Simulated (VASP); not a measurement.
# Cr (Cmcm) in VASP: settings compared

Aim: see how the results for Cr move with the level of theory and the settings. Levels: PBEsol, LDA, PBE. Tasks: single point.

Everything below comes from runs of VASP 6.6.1. Logs are shortened: lines on timing, memory, paths and dates and some standing lists are left out, and cuts for length are marked.

## 1. The cell of the first run

Symmetry: Cmcm, No. 63, orthorhombic system. The conventional cell has a = 2.294 Å, b = 4.934 Å, c = 4.064 Å, α = 90.00°, β = 90.00°, γ = 90.00°. Within 3.0 Å of Cr (site symmetry m2m) lie 12 Cr at 2.29 to 2.72 Å.

## 2. Single point, PBEsol, collinear spin, ferrimagnetic start

Contents of INCAR:

```
ALGO     = Normal         # electronic algorithm
EDIFF    = 1E-6           # SCF threshold, eV
ENCUT    = 520            # plane-wave cutoff, eV
GGA      = PS             # functional
ISIF     = 2              # what is computed and relaxed
ISMEAR   = -1             # smearing method
ISPIN    = 2              # spin polarisation
LASPH    = True           # aspherical terms in the spheres
LCHARG   = False          # write CHGCAR
LMAXMIX  = 4              # l up to which the mixer works
LORBIT   = 11             # projections on sites
LREAL    = False          # projectors in reciprocal space
LWAVE    = False          # write WAVECAR
MAGMOM   = 3 -1.5         # initial moments
NBANDS   = 23             # bands
NELM     = 150            # most SCF steps
PREC     = Accurate       # precision mode
SIGMA    = 0.05           # smearing width, eV
```

Contents of KPOINTS:

```
k-points
0
Gamma
  13 13 7
```

Contents of POSCAR:

```
Cr
1.0
    1.1470505050     -2.4670251200      0.0000000000
    1.1470505050      2.4670251200      0.0000000000
    0.0000000000      0.0000000000      4.0643107400
Cr
2
Direct
    0.8705325800      0.1294674200      0.7500000000
    0.1294674200      0.8705325800      0.2500000000
```

Potentials or basis: VASP PAW PBE potentials, release 64 (Cr_pv).

Launch:

```sh
cat potpaw_PBE.64/Cr_pv/POTCAR > POTCAR
mpirun -np 1 vasp_std > vasp.out
```

OUTCAR:

```text
EDIFF = 1E-6
   ENCUT = 520
   GGA = PS
   ISIF = 2
   ISMEAR = -1
   ISPIN = 2
   LASPH = True
   LORBIT = 11
   LREAL = False
   NELM = 150
   PREC = Accurate

 ion  position               nearest neighbor table
   1  0.871  0.129  0.750-   2 2.40   2 2.40   2 2.62   2 2.62   2 2.62   2 2.62
   2  0.129  0.871  0.250-   1 2.40   1 2.40   1 2.62   1 2.62   1 2.62   1 2.62

  LATTYP: Found a base centered orthorhombic cell.
 ALAT       =     2.2941010100
 B/A-ratio  =     2.1507554456
 C/A-ratio  =     1.7716354782

  Lattice vectors:

 A1 = (   1.1470505050,  -2.4670251200,   0.0000000000)
 A2 = (   1.1470505050,   2.4670251200,   0.0000000000)
 A3 = (   0.0000000000,   0.0000000000,   4.0643107400)

Analysis of symmetry for initial positions (statically):
=====================================================================
 Subroutine PRICEL returns:
 Original cell was already a primitive cell.

 Routine SETGRP: Setting up the symmetry group for a
 base centered orthorhombic supercell.

 Subroutine GETGRP returns: Found  8 space group operations
 (whereof  4 operations were pure point group operations)
 out of a pool of  8 trial point group operations.

The static configuration has the point symmetry C_2h.
 The point group associated with its full space group is D_2h.

Analysis of symmetry for dynamics (positions and initial velocities):
=====================================================================
 Subroutine PRICEL returns:
 Original cell was already a primitive cell.

 Routine SETGRP: Setting up the symmetry group for a
 base centered orthorhombic supercell.

 Subroutine GETGRP returns: Found  8 space group operations
 (whereof  4 operations were pure point group operations)
 out of a pool of  8 trial point group operations.

The dynamic configuration has the point symmetry C_2h.
 The point group associated with its full space group is D_2h.

Analysis of structural, dynamic, and magnetic symmetry:
=====================================================================
 Subroutine PRICEL returns:
 Original cell was already a primitive cell.

 Routine SETGRP: Setting up the symmetry group for a
 base centered orthorhombic supercell.

 Subroutine GETGRP returns: Found  4 space group operations
 (whereof  2 operations were pure point group operations)
 out of a pool of  8 trial point group operations.

The overall configuration has the point symmetry C_1h.
 The point group associated with its full space group is C_2v.

 Subroutine INISYM returns: Found  4 space group operations
 (whereof  2 operations are pure point group operations),
 and found     1 'primitive' translations

----------------------------------------------------------------------------------------

                                     Primitive cell

  volume of cell :      23.0024

  direct lattice vectors                    reciprocal lattice vectors
     1.147050505 -2.467025120  0.000000000     0.435900597 -0.202673250  0.000000000
     1.147050505  2.467025120  0.000000000     0.435900597  0.202673250  0.000000000
     0.000000000  0.000000000  4.064310740     0.000000000  0.000000000  0.246044179

  length of vectors
     2.720650254  2.720650254  4.064310740     0.480713820  0.480713820  0.246044179

  position of ions in fractional coordinates (direct lattice)
     0.870532580  0.129467420  0.750000000
     0.129467420  0.870532580  0.250000000

  ion indices of the primitive-cell ions
   primitive index   ion index
                 1           1
                 2           2

----------------------------------------------------------------------------------------

 KPOINTS: k-points

Automatic generation of k-mesh.
 Grid dimensions read from file:
 generate k-points for:   13   13    7

 Generating k-lattice:

  Cartesian coordinates                     Fractional coordinates (reciprocal lattice)
     0.033530815 -0.015590250  0.000000000     0.076923077 -0.000000000  0.000000000
     0.033530815  0.015590250  0.000000000    -0.000000000  0.076923077  0.000000000
     0.000000000  0.000000000  0.035149168     0.000000000  0.000000000  0.142857143

  Length of vectors
     0.036977986  0.036977986  0.035149168

  Shift w.r.t. Gamma in fractional coordinates (k-lattice)
     0.000000000  0.000000000  0.000000000

 Subroutine IBZKPT returns following result:
 ===========================================

 Found    196 irreducible k-points:

 Following reciprocal coordinates:
            Coordinates               Weight
  0.000000  0.000000  0.000000      1.000000
  0.076923  0.000000  0.000000      4.000000
  0.153846 -0.000000  0.000000      4.000000
  0.230769 -0.000000  0.000000      4.000000
  0.307692 -0.000000  0.000000      4.000000
  0.384615 -0.000000  0.000000      4.000000
[... 16 lines left out ...]
  0.384615  0.153846  0.000000      4.000000
  0.461538  0.153846  0.000000      4.000000
 [... further k-points ...]
   k-points           NKPTS =    196   k-points in BZ     NKDIM =    196   number of bands    NBANDS=     23
   number of dos      NEDOS =    301   number of ions     NIONS =      2
   total plane-waves  NPLWV =  12000
   dimension x,y,z NGX =    20 NGY =   20 NGZ =   30
   dimension x,y,z NGXF=    40 NGYF=   40 NGZF=   60
   ions per type =               2
   NGX,Y,Z   is equivalent  to a cutoff of  12.22, 12.22, 12.27 a.u.
   NGXF,Y,Z  is equivalent  to a cutoff of  24.44, 24.44, 24.54 a.u.
 SYSTEM =  unknown system
   PREC   = accura    normal or accurate (medium, high low for compatibility)
   ISTART =      0    job   : 0-new  1-cont  2-samecut
   ICHARG =      2    charge: 1-file 2-atom 10-const
   ISPIN  =      2    spin polarized calculation?
   LNONCOLLINEAR =      F non collinear calculations
   LSORBIT =      F    spin-orbit coupling
   LASPH  =      T    aspherical Exc in radial PAW
   ENCUT  =  520.0 eV  38.22 Ry    6.18 a.u.   5.06  5.06  7.56*2*pi/ulx,y,z
   NELM   =    150;   NELMIN=  2; NELMDL= -5     # of ELM steps
   EDIFF  = 0.1E-05   stopping-criterion for ELM
   LREAL  =      F    real-space projection
   EDIFFG = 0.1E-04   stopping-criterion for IOM
   NSW    =      0    number of steps for IOM
   IBRION =     -1    ionic relax: 0-MD 1-quasi-New 2-CG
   NFREE  =      0    steps in history (QN), initial steepest desc. (CG)
   ISIF   =      2    stress and relaxation
   ISYM   =      2    0-nonsym 1-usesym 2-fastsym
   POTIM  = 0.5000    time-step for ionic-motion
   TEBEG  =    0.0;   TEEND  =   0.0 temperature during run
   PSTRESS=    0.0 pullay stress
   NELECT =      24.0000    total number of electrons
   NUPDOWN=      -1.0000    fix difference up-down
   EMIN   =  10.00;   EMAX   =-10.00  energy-range for DOS
   EFERMI =   0.00;   METHOD = LEGACY
   ISMEAR =    -1;   SIGMA  =   0.05  broadening in eV -4-tet -1-fermi 0-gaus
   EFERMI_NEDOS =   21; number of points for ismear=-14 and -15
   IALGO  =     38    algorithm
   IMIX   =      4    mixing-type and parameters
     AMIX     =   0.40;   BMIX     =  1.00
     AMIX_MAG =   1.60;   BMIX_MAG =  1.00
  volume/ion in A,a.u.               =      11.50        77.61
  Fermi-wavevector in a.u.,A,eV,Ry     =   1.660431  3.137760 37.511698  2.757032
  Thomas-Fermi vector in A             =   2.747669
   LORBIT       =     11    0 simple, 1 ext, 2 COOP (PROOUT), +10 PAW based schemes
   GGA     = PS    functional components
   LHFCALC =     F    Hartree Fock is set to
   AEXX    =    0.0000 exact exchange contribution
   IVDW    =     0    specifies the selected vdW correction
   LEPSILON=     F    determine dielectric tensor
   LRPA    =     F    only Hartree local field effects (RPA)
 spin polarized calculation
  energy-cutoff  :      520.00
  volume of cell :       23.00
 maximum number of plane-waves:       646
   NGX = 11   NGY = 11   NGZ = 15

 number of electron      23.9999987 magnetization      -0.0000415

 number of electron      23.9999987 magnetization       0.0001027

 Free energy of the ion-electron system (eV)
  ---------------------------------------------------
  ext. energy  EPLUGINS =         0.00000000
  ---------------------------------------------------
  free energy    TOTEN  =       -19.81884268 eV

  energy without entropy =      -19.79503758  energy(sigma->0) =      -19.80694013

 E-fermi :  10.8470     XC(G=0): -13.8301

 val. band max:       10.8469859625   @ k =   0.3077   0.1538   0.1429
 cond. band min:      10.8470501797   @ k =   0.3077   0.1538   0.1429
 fundamental gap:      0.0000642172
 Fermi energy:        10.8470465056

 spin component 1

 k-point     1 :       0.0000    0.0000    0.0000
  band No.  band energies     occupation
      1     -32.4897      1.00000
      2     -31.9299      1.00000
      3     -31.6783      1.00000
      4     -31.5185      1.00000
      5     -31.4245      1.00000
      6     -31.4130      1.00000
[... 15 lines left out ...]
     22      26.7291      0.00000
     23      31.3267      0.00000

 k-point     2 :       0.0769    0.0000    0.0000
  band No.  band energies     occupation
      1     -32.4701      1.00000
      2     -31.9319      1.00000
      3     -31.6865      1.00000
      4     -31.5193      1.00000
      5     -31.4967      1.00000
      6     -31.4799      1.00000
[... 15 lines left out ...]
     22      26.8989      0.00000
     23      31.4149      0.00000
[... 544 lines left out ...]
     22      23.1086      0.00000
     23      23.5838      0.00000

 k-point    24 :       0.4615    0.1538    0.0000
  band No.  band energies     occupation
      1     -32.5604      1.00000
      2     -32.4043      1.00000
      3     -32.0819      1.00000
      4     -31.9960      1.00000
      5     -31.8247      1.00000
      6     -31.6218      1.00000
[... 15 lines left out ...]
     22      22.6649      0.00000
     23      23.5484      0.00000

 [... further k-points ...]

 spin component 2

 k-point     1 :       0.0000    0.0000    0.0000
  band No.  band energies     occupation
      1     -32.4897      1.00000
      2     -31.9299      1.00000
      3     -31.6782      1.00000
      4     -31.5184      1.00000
      5     -31.4245      1.00000
      6     -31.4130      1.00000
[... 15 lines left out ...]
     22      26.7291      0.00000
     23      31.3267      0.00000

 k-point     2 :       0.0769    0.0000    0.0000
  band No.  band energies     occupation
      1     -32.4700      1.00000
      2     -31.9318      1.00000
      3     -31.6864      1.00000
      4     -31.5193      1.00000
      5     -31.4966      1.00000
      6     -31.4798      1.00000
[... 15 lines left out ...]
     22      26.8989      0.00000
     23      31.4148      0.00000
[... 544 lines left out ...]
     22      23.1087      0.00000
     23      23.5838      0.00000

 k-point    24 :       0.4615    0.1538    0.0000
  band No.  band energies     occupation
      1     -32.5604      1.00000
      2     -32.4042      1.00000
      3     -32.0818      1.00000
      4     -31.9960      1.00000
      5     -31.8246      1.00000
      6     -31.6217      1.00000
[... 15 lines left out ...]
     22      22.6649      0.00000
     23      23.5484      0.00000

 [... further k-points ...]

------------------------ aborting loop because EDIFF is reached ----------------------------------------

  FORCE on cell =-STRESS in cart. coord.  units (eV):
  Direction    XX          YY          ZZ          XY          YZ          ZX
  --------------------------------------------------------------------------------------
  -------------------------------------------------------------------------------------
  Total       -0.4174539     -0.7131764      0.1992840      0.0000000      0.0000000      0.0000000
  in kB      -29.0767625    -49.6746175     13.8806535      0.0000000      0.0000000      0.0000000
  external PRESSURE =     -21.6235755 kB  Pullay stress =       0.0000000 kB

 VOLUME and BASIS-vectors are now :
 -----------------------------------------------------------------------------
  energy-cutoff  :      520.00
  volume of cell :       23.00
      direct lattice vectors                 reciprocal lattice vectors
     1.147050505 -2.467025120  0.000000000     0.435900597 -0.202673250  0.000000000
     1.147050505  2.467025120  0.000000000     0.435900597  0.202673250  0.000000000
     0.000000000  0.000000000  4.064310740     0.000000000  0.000000000  0.246044179

 POSITION                                       TOTAL-FORCE (eV/Angst)
 -----------------------------------------------------------------------------------
      1.14705     -1.82823      3.04823         0.000000      0.179249      0.000000
      1.14705      1.82823      1.01608         0.000000     -0.179249      0.000000
 -----------------------------------------------------------------------------------
    total drift:                               -0.000000     -0.000006      0.000000

  FREE ENERGIE OF THE ION-ELECTRON SYSTEM (eV)
  ---------------------------------------------------
  free  energy   TOTEN  =       -19.8188426818 eV

  energy  without entropy=      -19.7950375806  energy(sigma->0) =      -19.80694013

 total charge

# of ion       s       p       d       tot
------------------------------------------
    1        0.434   6.394   4.280  11.109
    2        0.434   6.394   4.280  11.109
--------------------------------------------------
tot          0.869  12.789   8.559  22.217

 magnetization (x)

# of ion       s       p       d       tot
------------------------------------------
    1        0.000   0.000   0.000   0.000
    2       -0.000  -0.000  -0.000  -0.000
--------------------------------------------------
tot         -0.000   0.000   0.000   0.000
```

It took 5.8 min on 1 thread of Intel Xeon 8259CL, shared host; peak memory 0.25 GiB.

What came out:

```yaml
Free_energy: -19.8188 eV
Pressure: -2.2 GPa
Largest_force: 0.179 eV/Å
Band_gap_on_the_k_mesh: zero (filled and empty bands overlap)
Net_moment: 0.00 μB per cell
Valence_electrons_inside_the_program's_atomic_spheres: Cr 11.11
```

Forces in eV/Å, atoms in the order of the input:
```
Cr   0.000  0.179  0.000
Cr   0.000 -0.179  0.000
```

Stress tensor (GPa, compression positive):
```
-2.91  0.00  0.00
 0.00 -4.97  0.00
 0.00  0.00  1.39
```

Levels at points of the mesh, in eV from the Fermi level:
Spin up:
```
           k point  band 8  band 9  band 10  band 11  band 12  band 13  band 14  band 15  band 16  band 17
(0.00, 0.00, 0.00)   -4.34   -2.16    -1.92    -0.86     0.17     1.01     1.02     1.05     1.70     1.85
```
Spin down:
| k point | band 8 | band 9 | band 10 | band 11 | band 12 | band 13 | band 14 | band 15 | band 16 | band 17 |
| --- | --- | --- | --- | --- | --- | --- | --- | --- | --- | --- |
| (0.00, 0.00, 0.00) | -4.34 | -2.16 | -1.92 | -0.86 | 0.17 | 1.01 | 1.02 | 1.05 | 1.70 | 1.85 |

Caveat: an empty level that is flat over the whole mesh can mark a ghost state of the potentials, or a narrow d or f band; the PAW data sets were made with another functional, which shifts forces and pressure a little.

## 3. Single point, LDA, collinear spin, ferromagnetic start

This run uses another cell than the first one, of 10.81 Å³/atom.

Contents of INCAR:

```
SYSTEM = Cr
PREC     = Accurate       ! precision mode
ENCUT    = 520            ! plane-wave cutoff, eV
EDIFF    = 1E-6           ! SCF threshold, eV
ISMEAR   = -1             ! smearing method
SIGMA    = 0.05           ! smearing width, eV
LREAL    = .FALSE.        ! projectors in reciprocal space
LASPH    = .TRUE.         ! aspherical terms in the spheres
NELM     = 150            ! most SCF steps
ALGO     = Normal         ! electronic algorithm
ISIF     = 2              ! what is computed and relaxed
LWAVE    = .FALSE.        ! write WAVECAR
LCHARG   = .FALSE.        ! write CHGCAR
ISPIN    = 2              ! spin polarisation
MAGMOM   = 3 3            ! initial moments
LORBIT   = 11             ! projections on sites
LMAXMIX  = 4              ! l up to which the mixer works
NBANDS   = 23             ! bands
```

Contents of KPOINTS:

```
Automatic mesh
0
G
  13 13 7
  0 0 0
```

Contents of POSCAR:

```
Cr
1.0
    1.1236347407     -2.4166635374      0.0000000000
    1.1236347407      2.4166635374      0.0000000000
    0.0000000000      0.0000000000      3.9813423424
Cr
2
Direct
    0.8705325800      0.1294674200      0.7500000000
    0.1294674200      0.8705325800      0.2500000000
```

Potentials or basis: VASP PAW LDA potentials, release 64 (Cr_pv).

Launch:

```sh
cat potpaw_LDA.64/Cr_pv/POTCAR > POTCAR
mpirun -np 1 vasp_std > vasp.out
```

It took 3.8 min on 1 thread of Intel Xeon 8259CL, shared host; peak memory 0.23 GiB.

It converged, with:

```
Free energy                                           : -20.5844 eV
Pressure                                              : 7.8 GPa
Largest force                                         : 0.203 eV/Å
Band gap on the k mesh                                : zero (filled and empty bands overlap)
Net moment                                            : 0.00 μB per cell
Valence electrons inside the program's atomic spheres : Cr 11.26
```

Forces on the atoms (eV/Å):
```
Cr   0.000  0.203  0.000
Cr   0.000 -0.203  0.000
```

Stress tensor (GPa, compression positive):
```
 6.50  0.00  0.00
 0.00  4.97  0.00
 0.00  0.00 12.05
```

Levels at points of the mesh, in eV from the Fermi level:
Spin up:
```tsv
k point	band 8	band 9	band 10	band 11	band 12	band 13	band 14	band 15	band 16	band 17
(0.00, 0.00, 0.00)	-4.64	-2.33	-2.09	-0.95	0.15	1.07	1.11	1.29	1.80	1.97
```
Spin down:
```tsv
k point	band 8	band 9	band 10	band 11	band 12	band 13	band 14	band 15	band 16	band 17
(0.00, 0.00, 0.00)	-4.64	-2.33	-2.09	-0.95	0.15	1.07	1.11	1.29	1.80	1.97
```

Caveat: the cell stands under pressure; an empty level that is flat over the whole mesh can mark a ghost state of the potentials, or a narrow d or f band.

(Part 1 of 3 ends here.)
